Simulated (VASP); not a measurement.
Input of a VASP 6.6.1 run:

POSCAR

```
W
1.0
   -1.6007500000      1.6007500000      1.6007500000
    1.6007500000     -1.6007500000      1.6007500000
    1.6007500000      1.6007500000     -1.6007500000
W
1
Direct
    0.0000000000      0.0000000000      0.0000000000
```

Contents of INCAR.step1:

```
PREC = Accurate
ENCUT = 520
ISMEAR = 0
SIGMA = 0.1
LREAL = F
LASPH = T
NELM = 100
NBANDS = 13
GGA = PE
ALGO = Normal
EDIFF = 1E-4
LWAVE = T
LCHARG = F
```

Contents of INCAR.step2:

```
PREC = Accurate
ENCUT = 520
EDIFF = 1E-6
ISMEAR = 0
SIGMA = 0.1
LREAL = F
LASPH = T
NELM = 100
ALGO = Normal
ISIF = 2
LWAVE = F
LCHARG = F
METAGGA = R2SCAN
LMIXTAU = T
NBANDS = 13
ISTART = 1
```

KPOINTS

```
regular mesh
0
Gamma
  8 8 8
```

Potentials or basis: VASP PAW PBE potentials, release 64 (W_sv).

The run is started by

```console
$ cat potpaw_PBE.64/W_sv/POTCAR > POTCAR
$ cp INCAR.step1 INCAR
$ mpirun -np 1 vasp_std > vasp.out
$ cp INCAR.step2 INCAR
$ mpirun -np 1 vasp_std > vasp.out
```

Task: Estimate the band gap on the k mesh.

Result: Zero (band 7 reaches 15.89 eV, above the bottom of band 8 at 9.57 eV).

Task: Estimate the pressure.

Result: -8.1 GPa.

Caveat: the PAW data sets were made with another functional, which shifts forces and pressure a little; spin-orbit coupling is left out, which moves the levels of the heavy elements.
